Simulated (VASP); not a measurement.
Write the native input for VASP 6.6.1 that does the following.

* Task: single point
* Functional: r2SCAN
* Dispersion: rVV10
* Potentials or basis: VASP PAW PBE potentials, release 64 (Eu, S)
* Cutoff: 800 eV
* k mesh: 8 × 8 × 8
* Occupations: gaussian, width 0.05 eV
* Spin: collinear spin, ferromagnetic start
* Starting moments: [7.55, 0.0] μB
* Hubbard terms: Eu f U = 4.0 eV
* Dipole correction: no
* Further INCAR settings: ALGO = Normal; EDIFF = 1e-06; NBANDS = 22

The system is EuS.

```xyz
2
Lattice="0.0000 2.9785 2.9785 2.9785 0.0000 2.9785 2.9785 2.9785 0.0000" Properties=species:S:1:pos:R:3 pbc="T T T"
Eu    2.9785    2.9785    2.9785
S     0.0000    0.0000    0.0000
```

One way to write it, as run:

POSCAR

```
EuS
1.0
    0.0000000000      2.9785018670      2.9785018670
    2.9785018670      0.0000000000      2.9785018670
    2.9785018670      2.9785018670      0.0000000000
Eu S
1 1
Direct
    0.5000000000      0.5000000000      0.5000000000
    0.0000000000      0.0000000000      0.0000000000
```

INCAR.step1

```
SYSTEM = EuS
PREC     = Accurate       ! precision mode
ENCUT    = 800            ! plane-wave cutoff, eV
ISMEAR   = 0              ! smearing method
SIGMA    = 0.05           ! smearing width, eV
LREAL    = .False.        ! projectors in reciprocal space
LASPH    = .True.         ! aspherical terms in the spheres
NELM     = 200            ! most SCF steps
ISPIN    = 2              ! spin polarisation
MAGMOM   = 7.55 0         ! initial moments
LMAXMIX  = 6              ! l up to which the mixer works
LDAU     = .True.         ! DFT+U
LDAUTYPE = 2            
LDAUL    = 3 -1           ! shell
LDAUU    = 4 0            ! U, eV
LDAUJ    = 0 0          
NBANDS   = 22             ! bands
GGA      = PE             ! functional
ALGO     = Normal         ! electronic algorithm
EDIFF    = 1E-5           ! SCF threshold, eV
LWAVE    = .True.         ! write WAVECAR
LCHARG   = .False.        ! write CHGCAR
GGA_COMPAT= .False.
```

INCAR.step2

```
SYSTEM = EuS
PREC     = Accurate       ! precision mode
ENCUT    = 800            ! plane-wave cutoff, eV
EDIFF    = 1E-6           ! SCF threshold, eV
ISMEAR   = 0              ! smearing method
SIGMA    = 0.05           ! smearing width, eV
LREAL    = .False.        ! projectors in reciprocal space
LASPH    = .True.         ! aspherical terms in the spheres
NELM     = 200            ! most SCF steps
ALGO     = Normal         ! electronic algorithm
ISIF     = 2              ! what is computed and relaxed
LWAVE    = .False.        ! write WAVECAR
LCHARG   = .False.        ! write CHGCAR
ISPIN    = 2              ! spin polarisation
MAGMOM   = 7.55 0         ! initial moments
LORBIT   = 11             ! projections on sites
LMAXMIX  = 6              ! l up to which the mixer works
LDAU     = .True.         ! DFT+U
LDAUTYPE = 2            
LDAUL    = 3 -1           ! shell
LDAUU    = 4 0            ! U, eV
LDAUJ    = 0 0          
LDAUPRINT= 1            
METAGGA  = R2SCAN         ! meta-GGA
LMIXTAU  = .True.       
LUSE_VDW = .True.       
IVDW_NL  = 2            
BPARAM   = 11.95        
CPARAM   = 0.0093       
NBANDS   = 22             ! bands
ISTART   = 1            
GGA_COMPAT= .False.
```

KPOINTS

```
regular mesh
0
Gamma
  8 8 8
  0 0 0
```

Potentials or basis: VASP PAW PBE potentials, release 64 (Eu, S).

Command:

```sh
$ cat potpaw_PBE.64/Eu/POTCAR potpaw_PBE.64/S/POTCAR > POTCAR
$ cp INCAR.step1 INCAR
$ mpirun -np 1 vasp_std > vasp.out
$ cp INCAR.step2 INCAR
$ mpirun -np 1 vasp_std > vasp.out
```

Results of the run:

- Pressure: -0.9 GPa
- Band gap on the k mesh: 0.09 eV (least direct gap 0.30 eV)
- Net moment: 7.00 μB per cell
- Site moments: Eu +6.62; S -0.08 μB
- Valence electrons inside the program's atomic spheres: Eu 14.90; S 3.78

Caveat: the PAW data sets were made with another functional, which shifts forces and pressure a little; spin-orbit coupling is left out, which moves the levels of the heavy elements; a cell with one magnetic atom can't hold antiferromagnetic order, which such compounds often take.

Wall time 13 min on 1 thread of AMD EPYC 9755 128-Core Processor, with other jobs on the host, peak memory 0.59 GiB.
